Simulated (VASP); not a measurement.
# Pd (P6/mmm) in VASP: further runs

The runs below take Pd through single point, with r2SCAN.

Program: VASP 6.6.1. These are calculated values, not measurements. Logs are shortened: lines on timing, memory, paths and dates and some standing lists are left out, and cuts for length are marked.

### 1 The cell of the first run

The structure is hexagonal, space group P6/mmm (No. 191). The conventional cell has a = 4.468 Å, b = 4.468 Å, c = 2.649 Å, α = 90.00°, β = 90.00°, γ = 120.00°. Within 3.5 Å of Pd (site symmetry 6/mmm) lie 14 Pd at 2.65 to 2.90 Å. Pd (site symmetry -6m2) has 11 Pd at 2.58 to 2.90 Å within 3.4 Å.

### 2 Single point, r2SCAN, collinear spin, ferromagnetic start

Input file POSCAR:

```
Pd
1.0
    4.4682581439      0.0000000000      0.0000000000
   -2.2341290720      3.8696250633      0.0000000000
    0.0000000000      0.0000000000      2.6486282994
Pd
3
Direct
    0.0000000000      0.0000000000      1.0000000000
    0.3333333333      0.6666666667      0.5000000000
    0.6666666667      0.3333333333      0.5000000000
```

Input file INCAR.step1:

```
SYSTEM = Pd
PREC = Accurate
ENCUT = 520
ISMEAR = -1
SIGMA = 0.05
LREAL = .FALSE.
LASPH = .TRUE.
NELM = 150
ISPIN = 2
MAGMOM = 0.5 0.5 0.5
LMAXMIX = 4
NBANDS = 26
GGA = PE
ALGO = Normal
EDIFF = 1E-4
LWAVE = .TRUE.
LCHARG = .FALSE.
```

Input file INCAR.step2:

```
SYSTEM = Pd
PREC = Accurate
ENCUT = 520
EDIFF = 1E-7
ISMEAR = -1
SIGMA = 0.05
LREAL = .FALSE.
LASPH = .TRUE.
NELM = 150
ALGO = Normal
ISIF = 2
LWAVE = .FALSE.
LCHARG = .FALSE.
ISPIN = 2
MAGMOM = 0.5 0.5 0.5
LORBIT = 11
LMAXMIX = 4
METAGGA = R2SCAN
LMIXTAU = .TRUE.
NBANDS = 26
ISTART = 1
```

Input file KPOINTS:

```
Automatic mesh
0
G
  8 8 12
  0 0 0
```

Potentials or basis: VASP PAW PBE potentials, release 64 (Pd).

Run with:

```
$ cat potpaw_PBE.64/Pd/POTCAR > POTCAR
$ cp INCAR.step1 INCAR
$ mpirun -np 1 vasp_std > vasp.out
$ cp INCAR.step2 INCAR
$ mpirun -np 1 vasp_std > vasp.out
```

OUTCAR:

```text
SYSTEM = Pd
   PREC = Accurate
   ENCUT = 520
   EDIFF = 1E-7
   ISMEAR = -1
   LREAL = .FALSE.
   LASPH = .TRUE.
   NELM = 150
   ISIF = 2
   ISPIN = 2
   LORBIT = 11
   METAGGA = R2SCAN
   ISTART = 1

 ion  position               nearest neighbor table
   1  0.000  0.000  0.000-   2 2.90   3 2.90   2 2.90   3 2.90   3 2.90   3 2.90   2 2.90   2 2.90
                             3 2.90   3 2.90   2 2.90   2 2.90
   2  0.333  0.667  0.500-   3 2.58   3 2.58   3 2.58   1 2.90   1 2.90   1 2.90   1 2.90   1 2.90
                             1 2.90
   3  0.667  0.333  0.500-   2 2.58   2 2.58   2 2.58   1 2.90   1 2.90   1 2.90   1 2.90   1 2.90
                             1 2.90

  LATTYP: Found a hexagonal cell.
 ALAT       =     4.4682581439
 C/A-ratio  =     0.5927652822

  Lattice vectors:

 A1 = (   4.4682581439,   0.0000000000,   0.0000000000)
 A2 = (  -2.2341290720,   3.8696250633,   0.0000000000)
 A3 = (   0.0000000000,   0.0000000000,   2.6486282994)

Analysis of symmetry for initial positions (statically):
=====================================================================
 Subroutine PRICEL returns:
 Original cell was already a primitive cell.

 Routine SETGRP: Setting up the symmetry group for a
 hexagonal supercell.

 Subroutine GETGRP returns: Found 24 space group operations
 (whereof 24 operations were pure point group operations)
 out of a pool of 24 trial point group operations.

The static configuration has the point symmetry D_6h.

Analysis of symmetry for dynamics (positions and initial velocities):
=====================================================================
 Subroutine PRICEL returns:
 Original cell was already a primitive cell.

 Routine SETGRP: Setting up the symmetry group for a
 hexagonal supercell.

 Subroutine GETGRP returns: Found 24 space group operations
 (whereof 24 operations were pure point group operations)
 out of a pool of 24 trial point group operations.

The dynamic configuration has the point symmetry D_6h.

Analysis of structural, dynamic, and magnetic symmetry:
=====================================================================
 Subroutine PRICEL returns:
 Original cell was already a primitive cell.

 Routine SETGRP: Setting up the symmetry group for a
 hexagonal supercell.

 Subroutine GETGRP returns: Found 24 space group operations
 (whereof 24 operations were pure point group operations)
 out of a pool of 24 trial point group operations.

The overall configuration has the point symmetry D_6h.

 Subroutine INISYM returns: Found 24 space group operations
 (whereof 24 operations are pure point group operations),
 and found     1 'primitive' translations

----------------------------------------------------------------------------------------

                                     Primitive cell

  volume of cell :      45.7961

  direct lattice vectors                    reciprocal lattice vectors
     4.468258144  0.000000000  0.000000000     0.223800857  0.129211485  0.000000000
    -2.234129072  3.869625063  0.000000000     0.000000000  0.258422970  0.000000000
     0.000000000  0.000000000  2.648628299     0.000000000  0.000000000  0.377553921

  length of vectors
     4.468258144  4.468258144  2.648628299     0.258422970  0.258422970  0.377553921

  position of ions in fractional coordinates (direct lattice)
     0.000000000  0.000000000  0.000000000
     0.333333333  0.666666667  0.500000000
     0.666666667  0.333333333  0.500000000

  ion indices of the primitive-cell ions
   primitive index   ion index
                 1           1
                 2           2
                 3           3

----------------------------------------------------------------------------------------

 KPOINTS: Automatic mesh

Automatic generation of k-mesh.
 Grid dimensions read from file:
 generate k-points for:    8    8   12

 Generating k-lattice:

  Cartesian coordinates                     Fractional coordinates (reciprocal lattice)
     0.027975107  0.016151436  0.000000000     0.125000000 -0.000000000  0.000000000
     0.000000000  0.032302871  0.000000000     0.000000000  0.125000000  0.000000000
     0.000000000  0.000000000  0.031462827     0.000000000  0.000000000  0.083333333

  Length of vectors
     0.032302871  0.032302871  0.031462827

  Shift w.r.t. Gamma in fractional coordinates (k-lattice)
     0.000000000  0.000000000  0.000000000

 Subroutine IBZKPT returns following result:
 ===========================================

 Found     70 irreducible k-points:

 Following reciprocal coordinates:
            Coordinates               Weight
  0.000000  0.000000  0.000000      1.000000
  0.125000  0.000000  0.000000      6.000000
  0.250000  0.000000  0.000000      6.000000
  0.375000  0.000000  0.000000      6.000000
  0.500000  0.000000  0.000000      3.000000
  0.125000  0.125000  0.000000      6.000000
[... 16 lines left out ...]
  0.250000  0.000000  0.166667     12.000000
  0.375000  0.000000  0.166667     12.000000
 [... further k-points ...]
   k-points           NKPTS =     70   k-points in BZ     NKDIM =     70   number of bands    NBANDS=     26
   number of dos      NEDOS =    301   number of ions     NIONS =      3
   total plane-waves  NPLWV =  25920
   dimension x,y,z NGX =    36 NGY =   36 NGZ =   20
   dimension x,y,z NGXF=    72 NGYF=   72 NGZF=   40
   ions per type =               3
   NGX,Y,Z   is equivalent  to a cutoff of  13.39, 13.39, 12.55 a.u.
   NGXF,Y,Z  is equivalent  to a cutoff of  26.79, 26.79, 25.11 a.u.
 SYSTEM =  Pd
   PREC   = accura    normal or accurate (medium, high low for compatibility)
   ISTART =      1    job   : 0-new  1-cont  2-samecut
   ICHARG =      0    charge: 1-file 2-atom 10-const
   ISPIN  =      2    spin polarized calculation?
   LNONCOLLINEAR =      F non collinear calculations
   LSORBIT =      F    spin-orbit coupling
   LASPH  =      T    aspherical Exc in radial PAW
   ENCUT  =  520.0 eV  38.22 Ry    6.18 a.u.   8.31  8.31  4.92*2*pi/ulx,y,z
   NELM   =    150;   NELMIN=  2; NELMDL=  0     # of ELM steps
   EDIFF  = 0.1E-06   stopping-criterion for ELM
   LREAL  =      F    real-space projection
   EDIFFG = 0.1E-05   stopping-criterion for IOM
   NSW    =      0    number of steps for IOM
   IBRION =     -1    ionic relax: 0-MD 1-quasi-New 2-CG
   NFREE  =      0    steps in history (QN), initial steepest desc. (CG)
   ISIF   =      2    stress and relaxation
   ISYM   =      2    0-nonsym 1-usesym 2-fastsym
   POTIM  = 0.5000    time-step for ionic-motion
   TEBEG  =    0.0;   TEEND  =   0.0 temperature during run
   PSTRESS=    0.0 pullay stress
   NELECT =      30.0000    total number of electrons
   NUPDOWN=      -1.0000    fix difference up-down
   EMIN   =  10.00;   EMAX   =-10.00  energy-range for DOS
   EFERMI =   0.00;   METHOD = LEGACY
   ISMEAR =    -1;   SIGMA  =   0.05  broadening in eV -4-tet -1-fermi 0-gaus
   EFERMI_NEDOS =   21; number of points for ismear=-14 and -15
   IALGO  =     38    algorithm
   IMIX   =      4    mixing-type and parameters
     AMIX     =   0.40;   BMIX     =  1.00
     AMIX_MAG =   1.60;   BMIX_MAG =  1.00
  volume/ion in A,a.u.               =      15.27       103.02
  Fermi-wavevector in a.u.,A,eV,Ry     =   1.421802  2.686817 27.504472  2.021522
  Thomas-Fermi vector in A             =   2.542573
   LORBIT       =     11    0 simple, 1 ext, 2 COOP (PROOUT), +10 PAW based schemes
   METAGGA = R2SCAN    functional components
   LHFCALC =     F    Hartree Fock is set to
   AEXX    =    0.0000 exact exchange contribution
   IVDW    =     0    specifies the selected vdW correction
   LEPSILON=     F    determine dielectric tensor
   LRPA    =     F    only Hartree local field effects (RPA)
 spin polarized calculation
  energy-cutoff  :      520.00
  volume of cell :       45.80
 maximum number of plane-waves:      1252
 NGX is ok and might be reduce to    36
   NGX = 17   NGY = 17   NGZ =  9

 number of electron      29.9999986 magnetization      -0.0020048

 number of electron      29.9999986 magnetization       0.0007037

 Free energy of the ion-electron system (eV)
  ---------------------------------------------------
  ext. energy  EPLUGINS =         0.00000000
  ---------------------------------------------------
  free energy    TOTEN  =       -68.54826110 eV

  energy without entropy =      -68.49975461  energy(sigma->0) =      -68.52400785

 E-fermi :   9.0490     XC(G=0): -13.8529

 val. band max:        9.0475645183   @ k =   0.3750   0.2500   0.5000
 cond. band min:       9.0637181363   @ k =   0.2500   0.0000   0.0000
 fundamental gap:      0.0161536180
 Fermi energy:         9.0489971592

 spin component 1

 k-point     1 :       0.0000    0.0000    0.0000
  band No.  band energies     occupation
      1       2.1542      1.00000
      2       3.9431      1.00000
      3       5.4348      1.00000
      4       5.8491      1.00000
      5       5.8769      1.00000
      6       5.8769      1.00000
[... 18 lines left out ...]
     25      30.3322      0.00000
     26      30.3322      0.00000

 k-point     2 :       0.1250    0.0000    0.0000
  band No.  band energies     occupation
      1       2.3511      1.00000
      2       4.0042      1.00000
      3       5.1956      1.00000
      4       5.3916      1.00000
      5       5.4902      1.00000
      6       5.8163      1.00000
[... 18 lines left out ...]
     25      29.6664      0.00000
[... 608 lines left out ...]
     25      27.6843      0.00000
     26      29.3809      0.00000

 k-point    24 :       0.3750    0.0000    0.1667
  band No.  band energies     occupation
      1       4.2079      1.00000
      2       4.3582      1.00000
      3       5.0769      1.00000
      4       5.1659      1.00000
      5       5.3874      1.00000
      6       5.8894      1.00000
[... 18 lines left out ...]
     25      26.8136      0.00000
     26      28.4879      0.00000

 [... further k-points ...]

 spin component 2

 k-point     1 :       0.0000    0.0000    0.0000
  band No.  band energies     occupation
      1       2.1542      1.00000
      2       3.9432      1.00000
      3       5.4349      1.00000
      4       5.8495      1.00000
      5       5.8771      1.00000
      6       5.8771      1.00000
[... 18 lines left out ...]
     25      30.3322      0.00000
     26      30.3322      0.00000

 k-point     2 :       0.1250    0.0000    0.0000
  band No.  band energies     occupation
      1       2.3511      1.00000
      2       4.0044      1.00000
      3       5.1958      1.00000
      4       5.3917      1.00000
      5       5.4903      1.00000
      6       5.8166      1.00000
[... 18 lines left out ...]
     25      29.6664      0.00000
[... 608 lines left out ...]
     25      27.6843      0.00000
     26      29.3809      0.00000

 k-point    24 :       0.3750    0.0000    0.1667
  band No.  band energies     occupation
      1       4.2079      1.00000
      2       4.3584      1.00000
      3       5.0770      1.00000
      4       5.1661      1.00000
      5       5.3875      1.00000
      6       5.8896      1.00000
[... 18 lines left out ...]
     25      26.8136      0.00000
     26      28.4879      0.00000

 [... further k-points ...]

------------------------ aborting loop because EDIFF is reached ----------------------------------------

  FORCE on cell =-STRESS in cart. coord.  units (eV):
  Direction    XX          YY          ZZ          XY          YZ          ZX
  --------------------------------------------------------------------------------------
  -------------------------------------------------------------------------------------
  Total        0.1459511      0.1459511      0.0744356     -0.0000000      0.0000000     -0.0000000
  in kB        5.1061042      5.1061042      2.6041318     -0.0000000      0.0000000     -0.0000000
  external PRESSURE =       4.2721134 kB  Pullay stress =       0.0000000 kB

 VOLUME and BASIS-vectors are now :
 -----------------------------------------------------------------------------
  energy-cutoff  :      520.00
  volume of cell :       45.80
      direct lattice vectors                 reciprocal lattice vectors
     4.468258144  0.000000000  0.000000000     0.223800857  0.129211485  0.000000000
    -2.234129072  3.869625063  0.000000000     0.000000000  0.258422970  0.000000000
     0.000000000  0.000000000  2.648628299     0.000000000  0.000000000  0.377553921

 POSITION                                       TOTAL-FORCE (eV/Angst)
 -----------------------------------------------------------------------------------
      0.00000      0.00000      0.00000        -0.000000      0.000000     -0.000000
     -0.00000      2.57975      1.32431        -0.000000      0.000000      0.000000
      2.23413      1.28988      1.32431         0.000000      0.000000     -0.000000
 -----------------------------------------------------------------------------------
    total drift:                                0.000000      0.000000     -0.000000

  FREE ENERGIE OF THE ION-ELECTRON SYSTEM (eV)
  ---------------------------------------------------
  free  energy   TOTEN  =       -68.5482610957 eV

  energy  without entropy=      -68.4997546086  energy(sigma->0) =      -68.52400785

 total charge

# of ion       s       p       d       tot
------------------------------------------
    1        0.474   0.399   8.516   9.390
    2        0.516   0.443   8.513   9.471
    3        0.516   0.443   8.513   9.471
--------------------------------------------------
tot          1.506   1.285  25.541  28.332

 magnetization (x)

# of ion       s       p       d       tot
------------------------------------------
    1       -0.000  -0.000   0.000   0.000
    2       -0.000  -0.000   0.000   0.000
    3       -0.000  -0.000   0.000   0.000
--------------------------------------------------
tot         -0.000  -0.000   0.001   0.001
```

Wall time 7.1 min (1 thread of Intel Xeon Platinum 8488C (Sapphire Rapids), shared host); peak memory 0.26 GiB.

What came out:

| Property | Result |
| --- | --- |
| Free energy | -68.5483 eV |
| Pressure | 0.4 GPa |
| Band gap on the k mesh | zero (filled and empty bands overlap) |
| Net moment | 0.00 μB per cell |
| Valence electrons inside the program's atomic spheres | Pd 9.39, 9.47 |

Caveat: the PAW data sets were made with another functional, which shifts forces and pressure a little.

(Part 1 of 2 ends here.)
